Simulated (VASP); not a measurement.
A run of VASP 6.6.1:

The input POSCAR:

```
InP
1.0
    2.9536682130      2.9536682130      0.0000000000
   -2.9536682130      2.9536682130      0.0000000000
    0.0000000000      2.9536682130      2.9536682130
In P
1 1
Direct
    0.0000000000      0.0000000000      0.0000000000
    0.7500000000      0.2500000000      0.5000000000
```

Contents of INCAR.step1:

```
  ALGO = Normal
  EDIFF = 1E-4
  ENCUT = 600
  GGA = PE
  ISMEAR = 0
  LASPH = T
  LCHARG = F
  LREAL = F
  LWAVE = T
  NELM = 80
  PREC = Accurate
  SIGMA = 0.01
```

Contents of INCAR.step2:

```
  ALGO = Normal
  EDIFF = 1E-7
  EDIFFG = -0.002
  ENCUT = 600
  IBRION = 2
  ISIF = 3
  ISMEAR = 0
  ISTART = 1
  LASPH = T
  LCHARG = F
  LMIXTAU = T
  LREAL = F
  LWAVE = F
  METAGGA = R2SCAN
  NELM = 80
  NSW = 100
  PREC = Accurate
  PSTRESS = 20.0
  SIGMA = 0.01
```

KPOINTS

```
k-points
0
Gamma
  8 8 8
```

Potentials or basis: VASP PAW PBE potentials, release 64 (In_d, P).

Launch:

```bash
$ cat potpaw_PBE.64/In_d/POTCAR potpaw_PBE.64/P/POTCAR > POTCAR
$ cp INCAR.step1 INCAR
$ mpirun -np 1 vasp_std > vasp.out
$ cp INCAR.step2 INCAR
$ mpirun -np 1 vasp_std > vasp.out
```

Hardware: 1 thread of Intel(R) Xeon(R) Platinum 8259CL CPU @ 2.50GHz (Skylake/Cascade Lake), with other jobs on the host.

Problem. Estimate the wall time of this run.

Solution. Run time: 4.6 min on 1 thread of Intel(R) Xeon(R) Platinum 8259CL CPU @ 2.50GHz (Skylake/Cascade Lake), with other jobs on the host, peak memory 0.24 GiB. Counts: k points 29, ion steps 3.
